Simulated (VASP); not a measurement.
# Si16Ge (a cell with a defect) in VASP: single point with PBEsol

Aim: the single point of Si16Ge (a cell with a defect) with PBEsol.

Everything below comes from runs of VASP 6.6.1. Logs are shortened: lines on timing, memory, paths and dates and some standing lists are left out, and cuts for length are marked.

## (1) The cell of the first run

The cell holds a defect, 17 atoms: a = 7.679 Å, b = 7.679 Å, c = 7.679 Å, α = 60.00°, β = 60.00°, γ = 60.00°.

## (2) Single point, PBEsol

INCAR

```
PREC = Accurate
ENCUT = 520
EDIFF = 1E-7
ISMEAR = 0
SIGMA = 0.05
LREAL = Auto
LASPH = True
NELM = 100
ALGO = Normal
ISIF = 2
LWAVE = False
LCHARG = False
GGA = PS
NBANDS = 53
```

KPOINTS

```
Automatic mesh
0
Gamma
  2 2 2
```

POSCAR

```
Si16Ge
1.0
    0.0000000000      5.4300000000      5.4300000000
    5.4300000000      0.0000000000      5.4300000000
    5.4300000000      5.4300000000      0.0000000000
Si Ge
16 1
Direct
   -0.0012774401     -0.0099818600     -0.0021352670
    0.1442596685      0.0679983425      0.1436418048
   -0.0013480663     -0.0100355433      0.5129679558
    0.1120296501      0.1350543278      0.6261611418
    0.0184522099      0.4442500000      0.0187083794
    0.1133166667      0.6185667587      0.1131960405
   -0.0301446593      0.5063625230      0.5118356354
    0.1129839779      0.6186576427      0.6554375691
    0.5135417127     -0.0099004604     -0.0021330571
    0.6269481584      0.1349404236      0.1114216390
    0.4813744015      0.0567401473      0.4807270718
    0.6269759669      0.1350722836      0.6261290055
    0.5115812155      0.5064666667     -0.0295760589
    0.6547859116      0.6185903315      0.1132855433
    0.5118658379      0.5064321363      0.5117063536
    0.6063787293      0.6805525783      0.6067124309
    0.3124383057      0.5629200737      0.3122659300
```

Potentials or basis: VASP PAW PBE potentials, release 64 (Si, Ge_d).

Run with:

```bash
$ cat potpaw_PBE.64/Si/POTCAR potpaw_PBE.64/Ge_d/POTCAR > POTCAR
$ mpirun -np 1 vasp_std > vasp.out
```

OUTCAR:

```text
PREC = Accurate
   ENCUT = 520
   EDIFF = 1E-7
   ISMEAR = 0
   LREAL = Auto
   LASPH = True
   NELM = 100
   ISIF = 2
   GGA = PS

 ion  position               nearest neighbor table
   1  0.999  0.990  0.998-   6 2.33   4 2.33   2 2.33  10 2.34
   2  0.144  0.068  0.144-   9 2.33   1 2.33   3 2.34   5 2.36
   3  0.999  0.990  0.513-   8 2.33   4 2.33  12 2.33   2 2.34
   4  0.112  0.135  0.626-   7 2.33   3 2.33   1 2.33  11 2.33
   5  0.018  0.444  0.019-   8 2.31   6 2.31  14 2.31   2 2.36
   6  0.113  0.619  0.113-   5 2.31   1 2.33  17 2.43  13 2.50   7 2.50
   7  0.970  0.506  0.512-  16 2.31   4 2.33  17 2.43   6 2.50   8 2.51
   8  0.113  0.619  0.655-   5 2.31   3 2.33  17 2.43  15 2.50   7 2.51
   9  0.514  0.990  0.998-  14 2.33   2 2.33  12 2.34  10 2.34
  10  0.627  0.135  0.111-  13 2.33  11 2.33   1 2.34   9 2.34
  11  0.481  0.057  0.481-  10 2.33  12 2.33   4 2.33  16 2.36
  12  0.627  0.135  0.626-  15 2.33   3 2.33  11 2.33   9 2.34
  13  0.512  0.506  0.970-  16 2.31  10 2.33  17 2.42  14 2.50   6 2.50
  14  0.655  0.619  0.113-   5 2.31   9 2.33  17 2.43  13 2.50  15 2.50
  15  0.512  0.506  0.512-  16 2.31  12 2.33  17 2.43  14 2.50   8 2.50
  16  0.606  0.681  0.607-   7 2.31  15 2.31  13 2.31  11 2.36
  17  0.312  0.563  0.312-  13 2.42  14 2.43   6 2.43  15 2.43   7 2.43   8 2.43

  LATTYP: Found a face centered cubic cell.
 ALAT       =    10.8600000000

  Lattice vectors:

 A1 = (   0.0000000000,   5.4300000000,   5.4300000000)
 A2 = (   5.4300000000,   0.0000000000,   5.4300000000)
 A3 = (   5.4300000000,   5.4300000000,   0.0000000000)

Analysis of symmetry for initial positions (statically):
=====================================================================
 Subroutine PRICEL returns:
 Original cell was already a primitive cell.

 Routine SETGRP: Setting up the symmetry group for a
 face centered cubic supercell.

 Subroutine GETGRP returns: Found  1 space group operations
 (whereof  1 operations were pure point group operations)
 out of a pool of 48 trial point group operations.

The static configuration has the point symmetry C_1 .

Analysis of symmetry for dynamics (positions and initial velocities):
=====================================================================
 Subroutine PRICEL returns:
 Original cell was already a primitive cell.

 Routine SETGRP: Setting up the symmetry group for a
 face centered cubic supercell.

 Subroutine GETGRP returns: Found  1 space group operations
 (whereof  1 operations were pure point group operations)
 out of a pool of 48 trial point group operations.

The dynamic configuration has the point symmetry C_1 .

 Subroutine INISYM returns: Found  1 space group operations
 (whereof  1 operations are pure point group operations),
 and found     1 'primitive' translations

----------------------------------------------------------------------------------------

                                     Primitive cell

  volume of cell :     320.2060

  direct lattice vectors                    reciprocal lattice vectors
     0.000000000  5.430000000  5.430000000    -0.092081031  0.092081031  0.092081031
     5.430000000  0.000000000  5.430000000     0.092081031 -0.092081031  0.092081031
     5.430000000  5.430000000  0.000000000     0.092081031  0.092081031 -0.092081031

  length of vectors
     7.679179644  7.679179644  7.679179644     0.159489025  0.159489025  0.159489025

  position of ions in fractional coordinates (direct lattice)
     0.998722560  0.990018140  0.997864733
     0.144259668  0.067998342  0.143641805
     0.998651934  0.989964457  0.512967956
     0.112029650  0.135054328  0.626161142
     0.018452210  0.444250000  0.018708379
     0.113316667  0.618566759  0.113196041
[... 9 lines left out ...]
     0.606378729  0.680552578  0.606712431
     0.312438306  0.562920074  0.312265930

  ion indices of the primitive-cell ions
   primitive index   ion index
                 1           1
                 2           2
                 3           3
                 4           4
                 5           5
                 6           6
[... 9 lines left out ...]
                16          16
                17          17

----------------------------------------------------------------------------------------

 KPOINTS: Automatic mesh

Automatic generation of k-mesh.
 Grid dimensions read from file:
 generate k-points for:    2    2    2

 Generating k-lattice:

  Cartesian coordinates                     Fractional coordinates (reciprocal lattice)
    -0.046040516  0.046040516  0.046040516     0.500000000  0.000000000  0.000000000
     0.046040516 -0.046040516  0.046040516     0.000000000  0.500000000  0.000000000
     0.046040516  0.046040516 -0.046040516     0.000000000  0.000000000  0.500000000

  Length of vectors
     0.079744512  0.079744512  0.079744512

  Shift w.r.t. Gamma in fractional coordinates (k-lattice)
     0.000000000  0.000000000  0.000000000

 Subroutine IBZKPT returns following result:
 ===========================================

 Found      8 irreducible k-points:

 Following reciprocal coordinates:
            Coordinates               Weight
  0.000000  0.000000  0.000000      1.000000
  0.500000  0.000000  0.000000      1.000000
  0.000000  0.500000  0.000000      1.000000
  0.000000  0.000000  0.500000      1.000000
  0.500000  0.500000  0.500000      1.000000
  0.500000  0.500000  0.000000      1.000000
  0.000000  0.500000  0.500000      1.000000
  0.500000  0.000000  0.500000      1.000000
   k-points           NKPTS =      8   k-points in BZ     NKDIM =      8   number of bands    NBANDS=     53
   number of dos      NEDOS =    301   number of ions     NIONS =     17
   total plane-waves  NPLWV = 216000
   dimension x,y,z NGX =    60 NGY =   60 NGZ =   60
   dimension x,y,z NGXF=   120 NGYF=  120 NGZF=  120
   ions per type =              16   1
   NGX,Y,Z   is equivalent  to a cutoff of  12.99, 12.99, 12.99 a.u.
   NGXF,Y,Z  is equivalent  to a cutoff of  25.98, 25.98, 25.98 a.u.
 SYSTEM =  unknown system
   PREC   = accura    normal or accurate (medium, high low for compatibility)
   ISTART =      0    job   : 0-new  1-cont  2-samecut
   ICHARG =      2    charge: 1-file 2-atom 10-const
   ISPIN  =      1    spin polarized calculation?
   LNONCOLLINEAR =      F non collinear calculations
   LSORBIT =      F    spin-orbit coupling
   LASPH  =      T    aspherical Exc in radial PAW
   ENCUT  =  520.0 eV  38.22 Ry    6.18 a.u.  14.28 14.28 14.28*2*pi/ulx,y,z
   NELM   =    100;   NELMIN=  2; NELMDL= -5     # of ELM steps
   EDIFF  = 0.1E-06   stopping-criterion for ELM
   LREAL  =      T    real-space projection
   EDIFFG = 0.1E-05   stopping-criterion for IOM
   NSW    =      0    number of steps for IOM
   IBRION =     -1    ionic relax: 0-MD 1-quasi-New 2-CG
   NFREE  =      0    steps in history (QN), initial steepest desc. (CG)
   ISIF   =      2    stress and relaxation
   ISYM   =      2    0-nonsym 1-usesym 2-fastsym
   POTIM  = 0.5000    time-step for ionic-motion
   TEBEG  =    0.0;   TEEND  =   0.0 temperature during run
   PSTRESS=    0.0 pullay stress
   NELECT =      78.0000    total number of electrons
   NUPDOWN=      -1.0000    fix difference up-down
   EMIN   =  10.00;   EMAX   =-10.00  energy-range for DOS
   EFERMI =   0.00;   METHOD = LEGACY
   ISMEAR =     0;   SIGMA  =   0.05  broadening in eV -4-tet -1-fermi 0-gaus
   EFERMI_NEDOS =   21; number of points for ismear=-14 and -15
   IALGO  =     38    algorithm
   IMIX   =      4    mixing-type and parameters
     AMIX     =   0.40;   BMIX     =  1.00
     AMIX_MAG =   1.60;   BMIX_MAG =  1.00
  volume/ion in A,a.u.               =      18.84       127.11
  Fermi-wavevector in a.u.,A,eV,Ry     =   1.022421  1.932096 14.222785  1.045345
  Thomas-Fermi vector in A             =   2.156100
   LORBIT       =      0    0 simple, 1 ext, 2 COOP (PROOUT), +10 PAW based schemes
   GGA     = PS    functional components
   LHFCALC =     F    Hartree Fock is set to
   AEXX    =    0.0000 exact exchange contribution
   IVDW    =     0    specifies the selected vdW correction
   LEPSILON=     F    determine dielectric tensor
   LRPA    =     F    only Hartree local field effects (RPA)
 non-spin polarized calculation
 Gauss-broadening in eV      SIGMA  =   0.05
  energy-cutoff  :      520.00
  volume of cell :      320.21
 maximum number of plane-waves:      8646
 NGX is ok and might be reduce to    60
   NGX = 29   NGY = 29   NGZ = 29

 number of electron      77.9999998 magnetization

 Free energy of the ion-electron system (eV)
  ---------------------------------------------------
  ext. energy  EPLUGINS =         0.00000000
  ---------------------------------------------------
  free energy    TOTEN  =       -92.44344184 eV

  energy without entropy =      -92.43395665  energy(sigma->0) =      -92.43869925

 E-fermi :   6.5891     XC(G=0):  -9.8980

 val. band max:        6.4035587615   @ k =   0.5000   0.5000   0.0000
 cond. band min:       6.5956073677   @ k =   0.0000   0.5000   0.0000
 fundamental gap:      0.1920486062
 Fermi energy:         6.5890554321

 k-point     1 :       0.0000    0.0000    0.0000
  band No.  band energies     occupation
      1     -17.9778      2.00000
      2     -17.9778      2.00000
      3     -17.8579      2.00000
      4     -17.8578      2.00000
      5     -17.8571      2.00000
      6      -6.4527      2.00000
[... 43 lines left out ...]
     50       8.5778      0.00000
     51       8.7212      0.00000

 k-point     2 :       0.5000    0.0000    0.0000
  band No.  band energies     occupation
      1     -17.9778      2.00000
      2     -17.9778      2.00000
      3     -17.8579      2.00000
      4     -17.8578      2.00000
      5     -17.8571      2.00000
      6      -6.0450      2.00000
[... 316 lines left out ...]
 k-point     8 :       0.5000    0.0000    0.5000
  band No.  band energies     occupation
      1     -17.9778      2.00000
      2     -17.9778      2.00000
      3     -17.8579      2.00000
      4     -17.8578      2.00000
      5     -17.8571      2.00000
      6      -5.9407      2.00000
[... 43 lines left out ...]
     50      10.3156      0.00000
     51      10.3957      0.00000
 [bands above 51 left out]

------------------------ aborting loop because EDIFF is reached ----------------------------------------

  FORCE on cell =-STRESS in cart. coord.  units (eV):
  Direction    XX          YY          ZZ          XY          YZ          ZX
  --------------------------------------------------------------------------------------
  -------------------------------------------------------------------------------------
  Total        8.1571718      8.1601547      8.1558626      1.4523958      1.4362394     -1.4641355
  in kB       40.8150850     40.8300104     40.8085343      7.2671828      7.1863429     -7.3259235
  external PRESSURE =      40.8178766 kB  Pullay stress =       0.0000000 kB

 VOLUME and BASIS-vectors are now :
 -----------------------------------------------------------------------------
  energy-cutoff  :      520.00
  volume of cell :      320.21
      direct lattice vectors                 reciprocal lattice vectors
     0.000000000  5.430000000  5.430000000    -0.092081031  0.092081031  0.092081031
     5.430000000  0.000000000  5.430000000     0.092081031 -0.092081031  0.092081031
     5.430000000  5.430000000  0.000000000     0.092081031  0.092081031 -0.092081031

 POSITION                                       TOTAL-FORCE (eV/Angst)
 -----------------------------------------------------------------------------------
     10.79420     10.84147     10.79886        -0.009239     -0.024521     -0.017489
      1.14921      1.56331      1.15256        -0.042787      0.044791     -0.044701
      8.16092      8.20810     10.79819         0.023208      0.010091     -0.012123
      4.13340      4.00838      1.34167         0.014734     -0.009835     -0.022927
      2.51386      0.20178      2.51247        -0.034215      0.050766     -0.049372
      3.97347      1.22996      3.97413        -0.020595     -0.001837     -0.033161
[... 9 lines left out ...]
      6.98985      6.58708      6.98804         0.044034     -0.044725      0.038208
      4.75226      3.39214      4.75320         0.044000      0.012311     -0.031787
 -----------------------------------------------------------------------------------
    total drift:                                0.001822     -0.002702      0.002238

  FREE ENERGIE OF THE ION-ELECTRON SYSTEM (eV)
  ---------------------------------------------------
  free  energy   TOTEN  =       -92.4434418410 eV

  energy  without entropy=      -92.4339566493  energy(sigma->0) =      -92.43869925
```

It took 3.1 min on 1 thread of Intel Xeon 6975P-C (Granite Rapids), shared host; peak memory 0.48 GiB.

What came out:

| Property | Result |
| --- | --- |
| Free energy | -92.4434 eV |
| Pressure | 4.1 GPa |
| Largest force | 0.079 eV/Å |

Forces on the atoms (eV/Å):
```
Si  -0.009 -0.025 -0.017
Si  -0.043  0.045 -0.045
Si   0.023  0.010 -0.012
Si   0.015 -0.010 -0.023
Si  -0.034  0.051 -0.049
Si  -0.021 -0.002 -0.033
Si   0.021 -0.009  0.038
Si  -0.050  0.006 -0.011
Si  -0.011  0.018  0.024
Si  -0.023 -0.018  0.015
Si   0.046 -0.045  0.044
Si   0.016  0.024  0.009
Si  -0.022 -0.027  0.025
Si  -0.024  0.032  0.016
Si   0.029 -0.020  0.014
Si   0.044 -0.045  0.038
Ge   0.044  0.012 -0.032
```

Caveat: the k points lie up to 0.50 Å⁻¹ apart; the PAW data sets were made with another functional, which shifts forces and pressure a little.
